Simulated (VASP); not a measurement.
Input of a VASP 6.6.1 run:

File INCAR:

```
SYSTEM = TaAl5
  ALGO = Normal
  EDIFF = 1E-7
  EDIFFG = -0.01
  ENCUT = 600
  GGA = PE
  IBRION = 2
  ISIF = 3
  ISMEAR = 0
  LASPH = .TRUE.
  LCHARG = .FALSE.
  LREAL = .FALSE.
  LWAVE = .FALSE.
  NELM = 60
  NSW = 100
  PREC = Accurate
  SIGMA = 0.1
```

The input KPOINTS:

```
k-points
0
G
  10 10 10
  0 0 0
```

Contents of POSCAR:

```
TaAl5
1.0
    0.0000000000      3.6266936200      3.6266936200
    3.6266936200      0.0000000000      3.6266936200
    3.6266936200      3.6266936200      0.0000000000
Ta Al
1 5
Direct
    0.0000000000      0.0000000000      0.0000000000
    0.6247520300      0.1257439000      0.6247520300
    0.2500000000      0.2500000000      0.2500000000
    0.1257439000      0.6247520300      0.6247520300
    0.6247520300      0.6247520300      0.6247520300
    0.6247520300      0.6247520300      0.1257439000
```

Potentials or basis: VASP PAW PBE potentials, release 64 (Ta_pv, Al).

Run with:

```sh
$ cat potpaw_PBE.64/Ta_pv/POTCAR potpaw_PBE.64/Al/POTCAR > POTCAR
$ mpirun -np 1 vasp_std > vasp.out
```

(1) Estimate the relaxed volume.

(2) Predict the relaxed cell.

Answers

(1) 16.13 Å³/atom.

(2) a = 5.153 Å, b = 5.153 Å, c = 5.153 Å, α = 60.00°, β = 60.00°, γ = 60.00°.
